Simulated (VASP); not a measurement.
# Mg (P6_3/mmc) in VASP: settings compared, part 3 of 3

VASP 6.6.1. Earlier steps stand in the parts before.

## Step 4: Single point, r2SCAN

This run uses another cell than the first one, of 15.56 Å³/atom, 0.656 times its volume.

The input, POSCAR:

```
Mg
1.0
    2.8041980525      0.0000000000      0.0000000000
   -1.4020990263      2.4285067507      0.0000000000
    0.0000000000      0.0000000000      4.5695444511
Mg
2
Direct
    0.6666666667      0.3333333333      0.7500000000
    0.3333333333      0.6666666667      0.2500000000
```

The input, INCAR.step1:

```
PREC = Accurate
ENCUT = 520
ISMEAR = -1
SIGMA = 0.05
LREAL = False
LASPH = True
NELM = 60
NBANDS = 9
GGA = PE
ALGO = Normal
EDIFF = 1E-4
LWAVE = True
LCHARG = False
```

The input, INCAR.step2:

```
PREC = Accurate
ENCUT = 520
EDIFF = 1E-6
ISMEAR = -1
SIGMA = 0.05
LREAL = False
LASPH = True
NELM = 60
ALGO = Normal
ISIF = 2
LWAVE = False
LCHARG = False
METAGGA = R2SCAN
LMIXTAU = True
NBANDS = 9
ISTART = 1
```

The input, KPOINTS:

```
Automatic mesh
0
Gamma
  10 10 5
```

Potentials or basis: VASP PAW PBE potentials, release 64 (Mg).

On the command line:

```
$ cat potpaw_PBE.64/Mg/POTCAR > POTCAR
$ cp INCAR.step1 INCAR
$ mpirun -np 1 vasp_std > vasp.out
$ cp INCAR.step2 INCAR
$ mpirun -np 1 vasp_std > vasp.out
```

OUTCAR:

```text
PREC = Accurate
   ENCUT = 520
   EDIFF = 1E-6
   ISMEAR = -1
   LREAL = False
   LASPH = True
   NELM = 60
   ISIF = 2
   METAGGA = R2SCAN
   ISTART = 1

 ion  position               nearest neighbor table
   1  0.667  0.333  0.750-   2 2.80   2 2.80   2 2.80   2 2.80   2 2.80   2 2.80
   2  0.333  0.667  0.250-   1 2.80   1 2.80   1 2.80   1 2.80   1 2.80   1 2.80

  LATTYP: Found a hexagonal cell.
 ALAT       =     2.8041980525
 C/A-ratio  =     1.6295369890

  Lattice vectors:

 A1 = (   2.8041980525,   0.0000000000,   0.0000000000)
 A2 = (  -1.4020990263,   2.4285067507,   0.0000000000)
 A3 = (   0.0000000000,   0.0000000000,   4.5695444511)

Analysis of symmetry for initial positions (statically):
=====================================================================
 Subroutine PRICEL returns:
 Original cell was already a primitive cell.

 Routine SETGRP: Setting up the symmetry group for a
 hexagonal supercell.

 Subroutine GETGRP returns: Found 24 space group operations
 (whereof 12 operations were pure point group operations)
 out of a pool of 24 trial point group operations.
[... 170 lines left out ...]
 Fermi energy:         5.1405883155

 k-point     1 :       0.0000    0.0000    0.0000
  band No.  band energies     occupation
      1      -4.2552      2.00000
      2       2.4295      2.00000
      3       3.7939      2.00000
      4      19.2736      0.00000
      5      19.2736      0.00000
      6      20.1327      0.00000
      7      20.3572      0.00000
      8      20.3572      0.00000
      9      23.5845      0.00000
[... 265 lines left out ...]
 k-point    24 :       0.4000    0.1000    0.2000
  band No.  band energies     occupation
      1       1.4632      2.00000
      2       3.8323      2.00000
      3       5.8490      0.00000
      4       8.0629      0.00000
      5      10.4717      0.00000
      6      12.3383      0.00000
      7      15.1748      0.00000
      8      15.9593      0.00000
      9      20.4322      0.00000

 [... further k-points ...]

------------------------ aborting loop because EDIFF is reached ----------------------------------------

  FORCE on cell =-STRESS in cart. coord.  units (eV):
  Direction    XX          YY          ZZ          XY          YZ          ZX
  --------------------------------------------------------------------------------------
  -------------------------------------------------------------------------------------
  Total        5.7889045      5.7889045      5.7874776     -0.0000000      0.0000000     -0.0000000
  in kB      298.0478972    298.0478972    297.9744318     -0.0000000      0.0000000     -0.0000000
  external PRESSURE =     298.0234088 kB  Pullay stress =       0.0000000 kB

 VOLUME and BASIS-vectors are now :
 -----------------------------------------------------------------------------
  energy-cutoff  :      520.00
  volume of cell :       31.12
      direct lattice vectors                 reciprocal lattice vectors
     2.804198052  0.000000000  0.000000000     0.356608193  0.205887836  0.000000000
    -1.402099026  2.428506751  0.000000000     0.000000000  0.411775672  0.000000000
     0.000000000  0.000000000  4.569544451     0.000000000  0.000000000  0.218840195

 POSITION                                       TOTAL-FORCE (eV/Angst)
 -----------------------------------------------------------------------------------
      1.40210      0.80950      3.42716        -0.000000      0.000000      0.000000
     -0.00000      1.61900      1.14239         0.000000     -0.000000      0.000000
 -----------------------------------------------------------------------------------
    total drift:                                0.000000     -0.000000      0.000000

  FREE ENERGIE OF THE ION-ELECTRON SYSTEM (eV)
  ---------------------------------------------------
  free  energy   TOTEN  =        -7.3374862072 eV

  energy  without entropy=       -7.3302652454  energy(sigma->0) =       -7.33387573
```

OSZICAR.step1:

```text
N       E                     dE             d eps       ncg     rms          rms(c)
DAV:   1     0.152134266085E+01    0.15213E+01   -0.14312E+03   756   0.331E+02
DAV:   2    -0.198462241645E+01   -0.35060E+01   -0.33309E+01  1018   0.346E+01
DAV:   3    -0.203610782116E+01   -0.51485E-01   -0.51331E-01   947   0.341E+00
DAV:   4    -0.203625355426E+01   -0.14573E-03   -0.14573E-03   993   0.190E-01
DAV:   5    -0.203625407649E+01   -0.52223E-06   -0.52297E-06   918   0.106E-02    0.963E-01
DAV:   6    -0.201655581058E+01    0.19698E-01   -0.34224E-04   912   0.135E-01    0.614E-01
DAV:   7    -0.200264638592E+01    0.13909E-01   -0.66720E-04   821   0.193E-01    0.277E-02
DAV:   8    -0.200253756026E+01    0.10883E-03   -0.22587E-05   480   0.291E-02    0.636E-03
DAV:   9    -0.200253252479E+01    0.50355E-05   -0.22445E-06   410   0.937E-03
   1 F= -.20025325E+01 E0= -.19988259E+01  d E =-.741319E-02
```

Wall time 27 s (1 thread of Intel Xeon Platinum 8559C (Emerald Rapids), shared host); peak memory 0.16 GiB.

What came out:

| Quantity | Value |
| --- | --- |
| Free energy | -7.3375 eV |
| Pressure | 29.8 GPa |
| Band gap on the k mesh | zero (band 2 reaches 5.50 eV, above the bottom of band 3 at 3.79 eV) |

Levels at points of the mesh, in eV from the Fermi level:
| k point | band 1 | band 2 | band 3 | band 4 | band 5 | band 6 | band 7 |
| --- | --- | --- | --- | --- | --- | --- | --- |
| (0.00, 0.00, 0.00) | -9.40 | -2.71 | -1.35 | 14.13 | 14.13 | 14.99 | 15.22 |
| (0.50, 0.00, 0.00) | -3.21 | -2.68 | 3.09 | 3.41 | 4.75 | 4.79 | 9.78 |

Caveat: the PAW data sets were made with another functional, which shifts forces and pressure a little.

## Step 5: Single point, r2SCAN

This run uses another cell than the first one, of 16.90 Å³/atom, 0.713 times its volume.

The input, POSCAR:

```
Mg
1.0
    2.8819694679      0.0000000000      0.0000000000
   -1.4409847339      2.4958587721      0.0000000000
    0.0000000000      0.0000000000      4.6981746784
Mg
2
Direct
    0.6666666667      0.3333333333      0.7500000000
    0.3333333333      0.6666666667      0.2500000000
```

The input, INCAR.step1:

```
ALGO = Normal
EDIFF = 1E-4
ENCUT = 520
GGA = PE
ISMEAR = -1
LASPH = T
LCHARG = F
LREAL = F
LWAVE = T
NBANDS = 9
NELM = 100
PREC = Accurate
SIGMA = 0.05
```

The input, INCAR.step2:

```
ALGO = Normal
EDIFF = 1E-6
ENCUT = 520
ISIF = 2
ISMEAR = -1
ISTART = 1
LASPH = T
LCHARG = F
LMIXTAU = T
LREAL = F
LWAVE = F
METAGGA = R2SCAN
NBANDS = 9
NELM = 100
PREC = Accurate
SIGMA = 0.05
```

The input, KPOINTS:

```
k-points
0
Gamma
  10 10 5
```

On the command line:

```
$ cat potpaw_PBE.64/Mg/POTCAR > POTCAR
$ cp INCAR.step1 INCAR
$ mpirun -np 1 vasp_std > vasp.out
$ cp INCAR.step2 INCAR
$ mpirun -np 1 vasp_std > vasp.out
```

Wall time 26 s (1 thread of Intel Xeon Platinum 8559C (Emerald Rapids), shared host); peak memory 0.16 GiB.

Results (log left out):

```yaml
Free_energy: -7.7466 eV
Pressure: 19.7 GPa
Band_gap_on_the_k_mesh: zero (band 2 reaches 4.96 eV, above the bottom of band 3 at 3.22 eV)
```

Levels at points of the mesh, in eV from the Fermi level:
| k point | band 1 | band 2 | band 3 | band 4 | band 5 | band 6 |
| --- | --- | --- | --- | --- | --- | --- |
| (0.00, 0.00, 0.00) | -8.96 | -2.57 | -1.34 | 13.58 | 13.58 | 14.42 |
| (0.50, 0.00, 0.00) | -3.04 | -2.59 | 3.08 | 3.24 | 4.47 | 4.59 |

Caveat: the PAW data sets were made with another functional, which shifts forces and pressure a little.

## Step 6: Single point, r2SCAN

This run uses another cell than the first one, of 18.89 Å³/atom, 0.797 times its volume.

The input, POSCAR:

```
Mg
1.0
    2.9890246442      0.0000000000      0.0000000000
   -1.4945123221      2.5885712744      0.0000000000
    0.0000000000      0.0000000000      4.8816751314
Mg
2
Direct
    0.6666666667      0.3333333333      0.7500000000
    0.3333333333      0.6666666667      0.2500000000
```

The input, INCAR.step1:

```
  PREC = Accurate
  ENCUT = 520
  ISMEAR = -1
  SIGMA = 0.05
  LREAL = F
  LASPH = T
  NELM = 60
  NBANDS = 9
  GGA = PE
  ALGO = Normal
  EDIFF = 1E-4
  LWAVE = T
  LCHARG = F
```

The input, INCAR.step2:

```
  PREC = Accurate
  ENCUT = 520
  EDIFF = 1E-6
  ISMEAR = -1
  SIGMA = 0.05
  LREAL = F
  LASPH = T
  NELM = 60
  ALGO = Normal
  ISIF = 2
  LWAVE = F
  LCHARG = T
  METAGGA = R2SCAN
  LMIXTAU = T
  LELF = T
  LVHAR = T
  NBANDS = 9
  ISTART = 1
```

The input, KPOINTS:

```
regular mesh
0
Gamma
  10 10 5
```

Potentials or basis: VASP PAW PBE potentials, release 64 (Mg).

On the command line:

```
$ cat potpaw_PBE.64/Mg/POTCAR > POTCAR
$ cp INCAR.step1 INCAR
$ mpirun -np 1 vasp_std > vasp.out
$ cp INCAR.step2 INCAR
$ mpirun -np 1 vasp_std > vasp.out
```

Run time: 36 s. Hardware: 1 thread of Intel Xeon Platinum 8559C (Emerald Rapids), shared host; peak memory 0.16 GiB.

It converged, with:

```yaml
Free_energy: -8.1023 eV
Pressure: 9.7 GPa
Band_gap_on_the_k_mesh: zero (band 2 reaches 4.28 eV, above the bottom of band 3 at 2.49 eV)
```

Levels at points of the mesh, in eV from the Fermi level:
```tsv
k point	band 1	band 2	band 3	band 4	band 5	band 6
(0.00, 0.00, 0.00)	-8.39	-2.37	-1.34	12.89	12.89	13.50
(0.50, 0.00, 0.00)	-2.80	-2.46	3.04	3.07	4.07	4.37
```

Caveat: the PAW data sets were made with another functional, which shifts forces and pressure a little.

## Step 7: Overview

```tsv
level	cell	k mesh	gap on the mesh (eV)	pressure (GPa)
PBE	a = 3.209, b = 3.209, c = 5.315 Å, angles 90.0, 90.0, 120.0°, 2 atoms	8 × 8 × 4	none	-1.3
PBE	a = 3.209, b = 3.209, c = 5.419 Å, angles 90.0, 90.0, 120.0°, 2 atoms	8 × 8 × 4	none	-1.8
r2SCAN	a = 2.804, b = 2.804, c = 4.570 Å, angles 90.0, 90.0, 120.0°, 2 atoms	10 × 10 × 5	none	29.8
r2SCAN	a = 2.882, b = 2.882, c = 4.698 Å, angles 90.0, 90.0, 120.0°, 2 atoms	10 × 10 × 5	none	19.7
r2SCAN	a = 2.989, b = 2.989, c = 4.882 Å, angles 90.0, 90.0, 120.0°, 2 atoms	10 × 10 × 5	none	9.7
```

Alike in all rows: task single point; potentials or basis VASP PAW PBE potentials, release 64 (Mg); no spin polarisation; cutoff (eV) 520; smearing fermi-dirac 0.05 eV.

Caveats: the PAW data sets were made with another functional, which shifts forces and pressure a little (some runs).

Absolute energies hang on the potentials; compare differences alone.
